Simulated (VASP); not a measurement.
A run of VASP 6.6.1:

File INCAR:

```
SYSTEM = BeRe
ALGO     = Normal         ! electronic algorithm
EDIFF    = 1E-6           ! SCF threshold, eV
EDIFFG   = -0.01          ! ionic threshold
ENCUT    = 600            ! plane-wave cutoff, eV
GGA      = PE             ! functional
IBRION   = 2              ! ionic algorithm
ISIF     = 3              ! what is computed and relaxed
ISMEAR   = 0              ! smearing method
LASPH    = .TRUE.         ! aspherical terms in the spheres
LCHARG   = .FALSE.        ! write CHGCAR
LREAL    = .FALSE.        ! projectors in reciprocal space
LWAVE    = .FALSE.        ! write WAVECAR
NELM     = 80             ! most SCF steps
NSW      = 100            ! ionic steps
PREC     = Accurate       ! precision mode
SIGMA    = 0.1            ! smearing width, eV
```

The input KPOINTS:

```
k-points
0
G
  20 20 20
  0 0 0
```

Contents of POSCAR:

```
BeRe
1.0
    0.0000000000      2.4667221790      2.4667221790
    2.4667221790      0.0000000000      2.4667221790
    2.4667221790      2.4667221790      0.0000000000
Be Re
1 1
Direct
    0.0000000000      0.0000000000      0.0000000000
    0.2500000000      0.2500000000      0.2500000000
```

Potentials or basis: VASP PAW PBE potentials, release 64 (Be, Re).

Run with:

```bash
$ cat potpaw_PBE.64/Be/POTCAR potpaw_PBE.64/Re/POTCAR > POTCAR
$ mpirun -np 1 vasp_std > vasp.out
```

Hardware: 1 thread of Oxide Virtual Turin-like Processor, with other jobs on the host.

Question: Estimate the wall time of this run.

Answer: Wall time 2.6 min on 1 thread of Oxide Virtual Turin-like Processor, with other jobs on the host, peak memory 0.21 GiB. Counts: scf iterations 24, k points 256, ion steps 3.
